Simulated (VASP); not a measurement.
# Ba (I4/mmm) in VASP: single point with PBE

Aim: the single point of Ba with PBE.

All numbers are computed with VASP 6.6.1; they aren't measurements. Logs are shortened: lines on timing, memory, paths and dates and some standing lists are left out, and cuts for length are marked.

### Step 1. The cell of the first run

The structure is tetragonal, space group I4/mmm (No. 139). The conventional cell has a = 4.477 Å, b = 4.477 Å, c = 5.861 Å, α = 90.00°, β = 90.00°, γ = 90.00°. Ba (site symmetry 4/mmm) has 14 Ba at 4.31 to 5.86 Å within 5.9 Å.

### Step 2. Single point, PBE (58.74 Å³/atom)

Contents of INCAR:

```
PREC = Accurate
ENCUT = 520
EDIFF = 1E-7
ISMEAR = 0
SIGMA = 0.15
LREAL = False
LASPH = True
NELM = 80
ALGO = Fast
ISIF = 2
LWAVE = False
LCHARG = False
GGA = PE
NBANDS = 11
```

Contents of KPOINTS:

```
Automatic mesh
0
Gamma
  14 14 14
```

Contents of POSCAR:

```
Ba
1.0
    0.0000000000      3.1658132146      2.9305932928
    3.1658132146      0.0000000000      2.9305932928
    3.1658132146      3.1658132146      0.0000000000
Ba
1
Direct
    0.0000000000      0.0000000000      0.0000000000
```

Potentials or basis: VASP PAW PBE potentials, release 64 (Ba_sv).

Command:

```bash
$ cat potpaw_PBE.64/Ba_sv/POTCAR > POTCAR
$ mpirun -np 1 vasp_std > vasp.out
```

OUTCAR:

```text
PREC = Accurate
   ENCUT = 520
   EDIFF = 1E-7
   ISMEAR = 0
   LREAL = False
   LASPH = True
   NELM = 80
   ISIF = 2
   GGA = PE

 ion  position               nearest neighbor table
   1  0.000  0.000  0.000-

  LATTYP: Found a body centered tetragonal cell.
 ALAT       =     4.4771359840
 C/A-ratio  =     1.3091374947

  Lattice vectors:

 A1 = (   0.0000000000,  -3.1658132146,  -2.9305932928)
 A2 = (   0.0000000000,   3.1658132146,  -2.9305932928)
 A3 = (   3.1658132146,   0.0000000000,   2.9305932928)

Analysis of symmetry for initial positions (statically):
=====================================================================
 Subroutine PRICEL returns:
 Original cell was already a primitive cell.

 Routine SETGRP: Setting up the symmetry group for a
 body centered tetragonal supercell.

 Subroutine GETGRP returns: Found 16 space group operations
 (whereof 16 operations were pure point group operations)
 out of a pool of 16 trial point group operations.

The static configuration has the point symmetry D_4h.

Analysis of symmetry for dynamics (positions and initial velocities):
=====================================================================
 Subroutine PRICEL returns:
 Original cell was already a primitive cell.

 Routine SETGRP: Setting up the symmetry group for a
 body centered tetragonal supercell.

 Subroutine GETGRP returns: Found 16 space group operations
 (whereof 16 operations were pure point group operations)
 out of a pool of 16 trial point group operations.

The dynamic configuration has the point symmetry D_4h.

 Subroutine INISYM returns: Found 16 space group operations
 (whereof 16 operations are pure point group operations),
 and found     1 'primitive' translations

----------------------------------------------------------------------------------------

                                     Primitive cell

  volume of cell :      58.7430

  direct lattice vectors                    reciprocal lattice vectors
     0.000000000  3.165813215  2.930593293    -0.157937303  0.157937303  0.170613917
     3.165813215  0.000000000  2.930593293     0.157937303 -0.157937303  0.170613917
     3.165813215  3.165813215  0.000000000     0.157937303  0.157937303 -0.170613917

  length of vectors
     4.314017890  4.314017890  4.477135984     0.281064924  0.281064924  0.281064924

  position of ions in fractional coordinates (direct lattice)
     0.000000000  0.000000000  0.000000000

[... 75 lines left out ...]
   EDIFF  = 0.1E-06   stopping-criterion for ELM
   LREAL  =      F    real-space projection
   EDIFFG = 0.1E-05   stopping-criterion for IOM
   NSW    =      0    number of steps for IOM
   IBRION =     -1    ionic relax: 0-MD 1-quasi-New 2-CG
   NFREE  =      0    steps in history (QN), initial steepest desc. (CG)
   ISIF   =      2    stress and relaxation
   ISYM   =      2    0-nonsym 1-usesym 2-fastsym
   POTIM  = 0.5000    time-step for ionic-motion
   TEBEG  =    0.0;   TEEND  =   0.0 temperature during run
   PSTRESS=    0.0 pullay stress
   NELECT =      10.0000    total number of electrons
   NUPDOWN=      -1.0000    fix difference up-down
   EMIN   =  10.00;   EMAX   =-10.00  energy-range for DOS
   EFERMI =   0.00;   METHOD = LEGACY
   ISMEAR =     0;   SIGMA  =   0.15  broadening in eV -4-tet -1-fermi 0-gaus
   EFERMI_NEDOS =   21; number of points for ismear=-14 and -15
   IALGO  =     68    algorithm
   IMIX   =      4    mixing-type and parameters
     AMIX     =   0.40;   BMIX     =  1.00
     AMIX_MAG =   1.60;   BMIX_MAG =  1.00
  volume/ion in A,a.u.               =      58.74       396.42
  Fermi-wavevector in a.u.,A,eV,Ry     =   0.907311  1.714569 11.200494  0.823213
  Thomas-Fermi vector in A             =   2.031103
   LORBIT       =      0    0 simple, 1 ext, 2 COOP (PROOUT), +10 PAW based schemes
   GGA     = PE    functional components
   LHFCALC =     F    Hartree Fock is set to
   AEXX    =    0.0000 exact exchange contribution
   IVDW    =     0    specifies the selected vdW correction
   LEPSILON=     F    determine dielectric tensor
   LRPA    =     F    only Hartree local field effects (RPA)
 non-spin polarized calculation
 RMM-DIIS sequential band-by-band and
 Gauss-broadening in eV      SIGMA  =   0.15
  energy-cutoff  :      520.00
  volume of cell :       58.74
 maximum number of plane-waves:      1611
   NGX = 15   NGY = 15   NGZ = 17

 number of electron      10.0000000 magnetization

 Free energy of the ion-electron system (eV)
  ---------------------------------------------------
  ext. energy  EPLUGINS =         0.00000000
  ---------------------------------------------------
  free energy    TOTEN  =        -1.88531402 eV

  energy without entropy =       -1.86741955  energy(sigma->0) =       -1.87636679

 E-fermi :   1.9217     XC(G=0):  -7.6342

 val. band max:        1.9187024261   @ k =   0.5000   0.3571   0.0714
 cond. band min:       1.9220172777   @ k =  -0.0714   0.4286   0.3571
 fundamental gap:      0.0033148517
 Fermi energy:         1.9217033600

 k-point     1 :       0.0000    0.0000    0.0000
  band No.  band energies     occupation
      1     -26.8656      2.00000
      2     -11.7758      2.00000
      3     -11.7758      2.00000
      4     -11.7736      2.00000
      5      -0.8960      2.00000
      6       3.6482      0.00000
      7       3.6482      0.00000
      8       4.0721      0.00000
      9       5.0739      0.00000
     10       5.7586      0.00000
     11       8.1267      0.00000
[... 309 lines left out ...]
 k-point    24 :       0.2857    0.1429    0.0000
  band No.  band energies     occupation
      1     -26.8297      2.00000
      2     -12.0861      2.00000
      3     -11.8741      2.00000
      4     -11.8445      2.00000
      5       0.4137      2.00000
      6       2.7141      0.00000
      7       3.9835      0.00000
      8       4.0388      0.00000
      9       4.9056      0.00000
     10       5.8186      0.00000
     11       9.0961      0.00000

 [... further k-points ...]
[... 5 lines left out ...]
  --------------------------------------------------------------------------------------
  -------------------------------------------------------------------------------------
  Total        0.3232367      0.3232367      0.3106800      0.0000000      0.0000000      0.0000000
  in kB        8.8160723      8.8160723      8.4735972      0.0000000      0.0000000      0.0000000
  external PRESSURE =       8.7019139 kB  Pullay stress =       0.0000000 kB

 VOLUME and BASIS-vectors are now :
 -----------------------------------------------------------------------------
  energy-cutoff  :      520.00
  volume of cell :       58.74
      direct lattice vectors                 reciprocal lattice vectors
     0.000000000  3.165813215  2.930593293    -0.157937303  0.157937303  0.170613917
     3.165813215  0.000000000  2.930593293     0.157937303 -0.157937303  0.170613917
     3.165813215  3.165813215  0.000000000     0.157937303  0.157937303 -0.170613917

 POSITION                                       TOTAL-FORCE (eV/Angst)
 -----------------------------------------------------------------------------------
      0.00000      0.00000      0.00000         0.000000      0.000000      0.000000
 -----------------------------------------------------------------------------------
    total drift:                               -0.000000      0.000000      0.000000

  FREE ENERGIE OF THE ION-ELECTRON SYSTEM (eV)
  ---------------------------------------------------
  free  energy   TOTEN  =        -1.8853140241 eV

  energy  without entropy=       -1.8674195528  energy(sigma->0) =       -1.87636679
```

Run time: 1.9 min. Hardware: 1 thread of Intel Xeon Platinum 8259CL at 2.50GHz (Skylake/Cascade Lake), shared host; peak memory 0.3 GiB.

Results:

```
Free energy            : -1.8853 eV
Pressure               : 0.9 GPa
Band gap on the k mesh : zero (bands 5 and 6 overlap by 0.57 eV)
```

Levels at points of the mesh, in eV from the Fermi level:
| k point | band 2 | band 3 | band 4 | band 5 | band 6 | band 7 | band 8 | band 9 |
| --- | --- | --- | --- | --- | --- | --- | --- | --- |
| (0.00, 0.00, 0.00) | -13.70 | -13.70 | -13.70 | -2.82 | 1.73 | 1.73 | 2.15 | 3.15 |
| (0.50, 0.00, 0.00) | -14.28 | -13.80 | -13.74 | -0.99 | 1.28 | 1.41 | 1.99 | 4.63 |
| (0.50, 0.50, 0.00) | -14.23 | -13.95 | -13.95 | -0.88 | -0.36 | 2.83 | 4.84 | 5.23 |
| (0.50, 0.00, 0.50) | -14.24 | -13.91 | -13.84 | -0.92 | -0.16 | 2.14 | 4.76 | 4.94 |

Caveat: spin-orbit coupling is left out, which moves the levels of the heavy elements.
